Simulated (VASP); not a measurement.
TaN, 4 atoms in the cell. Symmetry: Pmmn, No. 59, orthorhombic system. Conventional cell: a = 3.225 Å, b = 4.413 Å, c = 3.076 Å, α = 90.00°, β = 90.00°, γ = 90.00°. Within 3.1 Å of Ta (site symmetry mm2) lie 6 N at 2.21 to 2.24 Å and 6 Ta at 3.02 to 3.08 Å. N (site symmetry mm2) has 6 Ta at 2.21 to 2.24 Å within 2.9 Å. The cell was built from a structure type or drawn by symmetry, and may not be a known phase.

| Item | Value |
| --- | --- |
| Program | VASP 6.6.1 |
| Task | single point |
| Functional | PBE |
| Potentials or basis | VASP PAW PBE potentials, release 64 (Ta_pv, N) |
| Cutoff | 520 eV |
| k mesh | 6 × 4 × 6 |
| Occupations | gaussian, width 0.1 eV |
| Spin | collinear spin |
| Starting moments | [1.0, 1.0, 0.0, 0.0] μB |
| Dipole correction | no |
| Further INCAR settings | ALGO = Normal; EDIFF = 1e-06; NBANDS = 28 |

Potentials or basis: VASP PAW PBE potentials, release 64 (Ta_pv, N).

Run with:

```console
$ cat potpaw_PBE.64/Ta_pv/POTCAR potpaw_PBE.64/N/POTCAR > POTCAR
$ mpirun -np 1 vasp_std > vasp.out
```

Hardware: 1 thread of AMD EPYC 9R45 96-Core Processor (Zen 5), with other jobs on the host.

**Question.** How long does it take, and how much memory?

**Answer.** Run time: 71 s on 1 thread of AMD EPYC 9R45 96-Core Processor (Zen 5) (shared host), peak memory 0.19 GiB. Counts: scf iterations 15, k points 48.
